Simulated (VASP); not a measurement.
Wanted: the native input for a VASP 6.6.1 run.

| Item | Value |
| --- | --- |
| Task | relaxation of shape and atoms at fixed volume |
| Functional | PBE |
| Potentials or basis | VASP PAW PBE potentials, release 64 (Si, W_sv) |
| Cutoff | 600 eV |
| k mesh | 10 × 10 × 4 |
| Occupations | gaussian, width 0.1 eV |
| Spin | no spin polarisation |
| Dipole correction | no |
| Further INCAR settings | ALGO = Fast; EDIFF = 1e-06; IBRION = 2; EDIFFG = -0.01; NSW = 50; ISIF = 4 |

The structure of SiW2 lies in POSCAR:

```
SiW2
1.0
    3.1685716762      0.0000000000      0.0000000000
    0.0000000000      3.1685716762      0.0000000000
    0.0000000000      0.0000000000      8.6454419969
Si W
2 4
Direct
    0.0000000000      0.5000000000      0.9194559970
    0.5000000000      0.0000000000      0.0805440030
    0.0000000000      0.5000000000      0.5884620207
    0.5000000000      0.0000000000      0.4115379793
    0.5000000000      0.0000000000      0.7739877577
    0.0000000000      0.5000000000      0.2260122423
```

This cell differs from its parent crystal: volume scaled by 0.97.

These files were run (other wordings do the same):

INCAR

```
PREC = Accurate
ENCUT = 600
EDIFF = 1E-6
ISMEAR = 0
SIGMA = 0.1
LREAL = False
LASPH = True
NELM = 80
ALGO = Fast
ISIF = 4
LWAVE = False
LCHARG = False
GGA = PE
IBRION = 2
NSW = 50
EDIFFG = -0.01
```

KPOINTS

```
regular mesh
0
Gamma
  10 10 4
```

Potentials or basis: VASP PAW PBE potentials, release 64 (Si, W_sv).

The run is started by

```sh
$ cat potpaw_PBE.64/Si/POTCAR potpaw_PBE.64/W_sv/POTCAR > POTCAR
$ mpirun -np 1 vasp_std > vasp.out
```

Results of the run:

The energy gained by relaxing is 0.3 meV/atom and the ionic steps are 5. The pressure after relaxing is 8.9 GPa and the band gap on the k mesh is zero (band 32 reaches 12.09 eV, above the bottom of band 33 at 11.67 eV).

Caveat: spin-orbit coupling is left out, which moves the levels of the heavy elements.

It took 11 min on 1 thread of Oxide Virtual Turin-like Processor, with other jobs on the host, peak memory 0.33 GiB.
